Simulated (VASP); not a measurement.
Crystal: Fe.

```xyz
1
Lattice="-1.4156 1.4156 1.4156 1.4156 -1.4156 1.4156 1.4156 1.4156 -1.4156" Properties=species:S:1:pos:R:3 pbc="T T T"
Fe    0.0000    0.0000    0.0000
```

Base run:

```yaml
Program: VASP 6.6.1
Functional: PBE
Potentials_or_basis: VASP PAW PBE potentials, release 64 (Fe)
Cutoff: 520 eV
k_mesh: 22 × 22 × 22
Occupations: gaussian, width 0.05 eV
Spin: collinear spin, ferromagnetic start
Starting_moments: "[2.41] μB"
```

Its results: pressure -0.1 GPa.

The run is repeated on the same cell with these changes: spin from collinear spin, ferromagnetic start to no spin polarisation; further incar settings from ALGO = Fast; EDIFF = 1e-06; NBANDS = 14 to ALGO = Normal; EDIFF = 1e-06; NBANDS = 10. What comes out?

Pressure -18.0 GPa.
